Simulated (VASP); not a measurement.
A run of VASP 6.6.1 is set up as follows.

Contents of INCAR:

```
PREC = Accurate
ENCUT = 520
EDIFF = 1E-6
ISMEAR = 0
SIGMA = 0.1
LREAL = F
LASPH = T
NELM = 100
ALGO = Normal
ISIF = 2
LWAVE = F
LCHARG = F
GGA = PE
NBANDS = 38
```

The input KPOINTS:

```
Automatic mesh
0
Gamma
  6 6 6
```

The input POSCAR:

```
SiAgBr6
1.0
    0.0000000000      5.2585545779      5.2585545779
    5.2585545779      0.0000000000      5.2585545779
    5.2585545779      5.2585545779      0.0000000000
Si Ag Br
1 1 6
Direct
    0.5000000000      0.5000000000      0.5000000000
    0.0000000000      0.0000000000      0.0000000000
    0.7299561880      0.2700438120      0.2700438120
    0.2700438120      0.7299561880      0.2700438120
    0.2700438120      0.2700438120      0.7299561880
    0.2700438120      0.7299561880      0.7299561880
    0.7299561880      0.2700438120      0.7299561880
    0.7299561880      0.7299561880      0.2700438120
```

Potentials or basis: VASP PAW PBE potentials, release 64 (Si, Ag, Br).

The run is started by

```console
$ cat potpaw_PBE.64/Si/POTCAR potpaw_PBE.64/Ag/POTCAR potpaw_PBE.64/Br/POTCAR > POTCAR
$ mpirun -np 1 vasp_std > vasp.out
```

**Question.** Estimate the largest force.

**Answer.** 0.016 eV/Å.

**Question.** What does it give for the pressure?

**Answer.** 0.0 GPa.

Forces on the atoms (eV/Å):
```
Si   0.000  0.000  0.000
Ag   0.000  0.000  0.000
Br  -0.016  0.000  0.000
Br   0.000 -0.016  0.000
Br   0.000  0.000 -0.016
Br   0.016  0.000  0.000
Br   0.000  0.016  0.000
Br   0.000  0.000  0.016
```

Caveat: an odd number of electrons without spin polarisation forces a metal; a magnetic or distorted state may lie lower.
